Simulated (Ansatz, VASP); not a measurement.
MgO in VASP and in Ansatz

POSCAR

```
MgO
1.0
    3.4863778627      0.0000000000      0.0000000000
   -1.7431889314      3.0192917963      0.0000000000
    0.0000000000      0.0000000000      4.1780412200
Mg O
2 2
Direct
    0.6666666667      0.3333333333      0.7500000000
    0.3333333333      0.6666666667      0.2500000000
    0.7626420700      0.4035922048      0.2500000000
    0.3333333333      0.6666666667      0.7500000000
```

Contents of INCAR.step1:

```
SYSTEM = MgO
ALGO     = Normal         ! electronic algorithm
EDIFF    = 1E-4           ! SCF threshold, eV
ENCUT    = 520            ! plane-wave cutoff, eV
GGA      = PE             ! functional
ISMEAR   = 1              ! smearing method
LASPH    = .True.         ! aspherical terms in the spheres
LCHARG   = .False.        ! write CHGCAR
LREAL    = .False.        ! projectors in reciprocal space
LWAVE    = .True.         ! write WAVECAR
NBANDS   = 16             ! bands
NELM     = 60             ! most SCF steps
PREC     = Accurate       ! precision mode
SIGMA    = 0.02           ! smearing width, eV
```

File INCAR.step2:

```
SYSTEM = MgO
ALGO     = Normal         ! electronic algorithm
EDIFF    = 1E-6           ! SCF threshold, eV
ENCUT    = 520            ! plane-wave cutoff, eV
ISIF     = 2              ! what is computed and relaxed
ISMEAR   = 1              ! smearing method
ISTART   = 1            
LASPH    = .True.         ! aspherical terms in the spheres
LCHARG   = .True.         ! write CHGCAR
LELF     = .True.         ! ELF
LMIXTAU  = .True.       
LREAL    = .False.        ! projectors in reciprocal space
LVHAR    = .True.       
LWAVE    = .False.        ! write WAVECAR
METAGGA  = R2SCAN         ! meta-GGA
NBANDS   = 16             ! bands
NELM     = 60             ! most SCF steps
PREC     = Accurate       ! precision mode
SIGMA    = 0.02           ! smearing width, eV
```

Contents of KPOINTS:

```
k-points
0
Gamma
  6 6 6
  0 0 0
```

Input for Ansatz:

```yaml
crystal:
  lattice:
    - [3.4863778627, 0.0, 0.0]
    - [-1.7431889314, 3.0192917963, 0.0]
    - [0.0, 0.0, 4.17804122]
  atoms:
    - { symbol: Mg, position: [0.6666666667, 0.3333333333, 0.75] }
    - { symbol: Mg, position: [0.3333333333, 0.6666666667, 0.25] }
    - { symbol: O, position: [0.76264207, 0.4035922048, 0.25] }
    - { symbol: O, position: [0.3333333333, 0.6666666667, 0.75] }
basis:
  ecutwfc: 500
kpoints:
  mp_grid: { grid: [6, 6, 6] }
hamiltonian:
  xc: r2scan
scf:
  occupations: { method: cold, width: 0.02 }
output:
  forces: true
  stress: true
  eigenvalues: true
```

Alike in both runs: task single point; functional r2SCAN; k mesh 6 × 6 × 6; no spin polarisation.

```csv
,VASP,Ansatz
version,VASP 6.6.1,Ansatz 0.2.0
potentials or method,"VASP PAW PBE potentials, release 64 (Mg, O), cutoff 520 eV","scalar-relativistic, plane waves, PAW"
occupations,"methfessel-paxton of order 1, width 0.02 eV","cold, width 0.02 eV"
valence electrons in the cell,16,32
```

VASP gave:

```
gap on the k mesh at the Fermi level (eV)                     : 3.91
least direct gap on the mesh (eV)                             : 3.91
pressure (GPa)                                                : 5.1
traceless stress, the component that is largest in VASP (GPa) : 11.83
rms of the force components (eV/Å)                            : 2.040
```

Problem. Estimate Ansatz's values.

Solution. gap on the k mesh at the Fermi level (eV): 3.92; least direct gap on the mesh (eV): 3.92; pressure (GPa): 5.7; traceless stress, the component that is largest in VASP (GPa): 11.42; rms of the force components (eV/Å): 1.990.

VASP's potentials were made for PBE, not for r2SCAN. Atom by atom the forces differ by 0.050 eV/Å (rms over components). VASP's potentials hold 16 valence electrons a cell and Ansatz's 32, so a difference there can come from the potentials and not from the codes.
